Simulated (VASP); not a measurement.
Write the native input for VASP 6.6.1 that does the following.

| Property | Result |
| --- | --- |
| Task | relaxation of shape and atoms at fixed volume |
| Functional | PBEsol |
| Potentials or basis | VASP PAW PBE potentials, release 64 (Au) |
| Cutoff | 600 eV |
| k mesh | 15 × 15 × 8 |
| Occupations | fermi-dirac, width 0.05 eV |
| Spin | no spin polarisation |
| Dipole correction | no |
| Further INCAR settings | ALGO = Normal; EDIFF = 1e-06; IBRION = 2; EDIFFG = -0.005; NSW = 50; ISIF = 4 |

The structure of Au lies in POSCAR:

```
Au
1.0
    2.6337075874      0.0000000000      0.0000000000
   -1.3168537937      2.2808576768      0.0000000000
    0.0000000000      0.0000000000      4.4241625076
Au
2
Direct
    0.3333333333      0.6666666667      0.2500000000
    0.6666666667      0.3333333333      0.7500000000
```

This isn't the form of Au at room conditions, which is fcc.

One way to write it, as run:

INCAR

```
PREC     = Accurate       # precision mode
ENCUT    = 600            # plane-wave cutoff, eV
EDIFF    = 1E-6           # SCF threshold, eV
ISMEAR   = -1             # smearing method
SIGMA    = 0.05           # smearing width, eV
LREAL    = F              # projectors in reciprocal space
LASPH    = T              # aspherical terms in the spheres
NELM     = 80             # most SCF steps
ALGO     = Normal         # electronic algorithm
ISIF     = 4              # what is computed and relaxed
LWAVE    = F              # write WAVECAR
LCHARG   = F              # write CHGCAR
GGA      = PS             # functional
IBRION   = 2              # ionic algorithm
NSW      = 50             # ionic steps
EDIFFG   = -0.005         # ionic threshold
```

KPOINTS

```
Automatic mesh
0
Gamma
  15 15 8
```

Potentials or basis: VASP PAW PBE potentials, release 64 (Au).

Launch:

```bash
$ cat potpaw_PBE.64/Au/POTCAR > POTCAR
$ mpirun -np 1 vasp_std > vasp.out
```

It gave:

```json
{
 "Energy gained by relaxing": "3.5 meV/atom",
 "Ionic steps": "3",
 "Pressure after relaxing": "86.7 GPa",
 "Band gap on the k mesh": "zero (bands 11 and 12 overlap by 8.51 eV)"
}
```

Caveat: the PAW data sets were made with another functional, which shifts forces and pressure a little; spin-orbit coupling is left out, which moves the levels of the heavy elements.

Wall time 53 s on 1 thread of Intel(R) Xeon(R) 6975P-C (Granite Rapids), on a shared host, peak memory 0.2 GiB.
